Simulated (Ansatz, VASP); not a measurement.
# Two plane-wave programs on Si3N4

POSCAR

```
Si3N4
1.0
    7.6044000000      0.0000000000      0.0000000000
   -3.8022000000      6.5856035805      0.0000000000
    0.0000000000      0.0000000000      2.9063000000
Si N
6 8
Direct
    0.7679796747      0.1740937292      0.2500000000
    0.5938859455      0.7679796747      0.7500000000
    0.8259062708      0.5938859455      0.2500000000
    0.2320203253      0.8259062708      0.7500000000
    0.4061140545      0.2320203253      0.2500000000
    0.1740937292      0.4061140545      0.7500000000
    0.0299692425      0.3298825355      0.2500000000
    0.7000867070      0.0299692425      0.7500000000
    0.6701174645      0.7000867070      0.2500000000
    0.9700307575      0.6701174645      0.7500000000
    0.2999132930      0.9700307575      0.2500000000
    0.3298825355      0.2999132930      0.7500000000
    0.6666666667      0.3333333333      0.2500000000
    0.3333333333      0.6666666667      0.7500000000
```

INCAR.step1

```
SYSTEM = Si3N4
  PREC = Accurate
  ENCUT = 520
  ISMEAR = -1
  SIGMA = 0.02
  LREAL = .False.
  LASPH = .True.
  NELM = 60
  NBANDS = 45
  GGA = PE
  ALGO = Normal
  EDIFF = 1E-4
  LWAVE = .True.
  LCHARG = .False.
```

The input INCAR.step2:

```
SYSTEM = Si3N4
  PREC = Accurate
  ENCUT = 520
  EDIFF = 1E-8
  ISMEAR = -1
  SIGMA = 0.02
  LREAL = .False.
  LASPH = .True.
  NELM = 60
  ALGO = Normal
  ISIF = 2
  LWAVE = .False.
  LCHARG = .False.
  METAGGA = R2SCAN
  LMIXTAU = .True.
  LEFG = .True.
  NBANDS = 45
  ISTART = 1
```

Contents of KPOINTS:

```
regular mesh
0
Gamma
  4 4 10
  0 0 0
```

Input for Ansatz:

```yaml
crystal:
  lattice:
    - [7.6044, 0.0, 0.0]
    - [-3.8022, 6.5856035805, 0.0]
    - [0.0, 0.0, 2.9063]
  atoms:
    - { symbol: Si, position: [0.7679796747, 0.1740937292, 0.25] }
    - { symbol: Si, position: [0.5938859455, 0.7679796747, 0.75] }
    - { symbol: Si, position: [0.8259062708, 0.5938859455, 0.25] }
    - { symbol: Si, position: [0.2320203253, 0.8259062708, 0.75] }
    - { symbol: Si, position: [0.4061140545, 0.2320203253, 0.25] }
    - { symbol: Si, position: [0.1740937292, 0.4061140545, 0.75] }
    - { symbol: "N", position: [0.0299692425, 0.3298825355, 0.25] }
    - { symbol: "N", position: [0.700086707, 0.0299692425, 0.75] }
    - { symbol: "N", position: [0.6701174645, 0.700086707, 0.25] }
    - { symbol: "N", position: [0.9700307575, 0.6701174645, 0.75] }
    - { symbol: "N", position: [0.299913293, 0.9700307575, 0.25] }
    - { symbol: "N", position: [0.3298825355, 0.299913293, 0.75] }
    - { symbol: "N", position: [0.6666666667, 0.3333333333, 0.25] }
    - { symbol: "N", position: [0.3333333333, 0.6666666667, 0.75] }
kpoints:
  mp_grid: { grid: [4, 4, 10] }
scf:
  occupations: { method: fermi_dirac, width: 0.02 }
hamiltonian:
  xc: r2scan
  pseudopotentials: { kind: paw, frozen_core: stored }
output:
  forces: true
  stress: true
  populations: true
  efg: { quadrupole_moments_barn: { "N": 0.02044 } }
```

Alike in both runs: task electric field gradients; functional r2SCAN; k mesh 4 × 4 × 10; occupations fermi-dirac, width 0.02 eV; no spin polarisation.

|  | VASP | Ansatz |
| --- | --- | --- |
| version | VASP 6.6.1 | Ansatz 0.2.0 |
| potentials or method | VASP PAW PBE potentials, release 64 (Si, N) | plane-wave PAW, scalar-relativistic |
| plane-wave cutoff (eV) | 520 | 500 |
| valence electrons in the cell | 64 | 64 |

```csv
,VASP,Ansatz,Ansatz less VASP
gap on the k mesh at the Fermi level (eV),4.99,4.99,+0.001
pressure (GPa),-0.3,-0.5,-0.22
"traceless stress, the component that is largest in VASP (GPa)",-0.18,-0.17,+0.008
rms of the force components (eV/Å),0.019,0.020,+0.0012
size of Vzz on the site where it differs most (V/Å²),46.5,52.0,+5.47
```

VASP's potentials were made for PBE, not for r2SCAN. Atom by atom the forces differ by 0.001 eV/Å (rms over components).
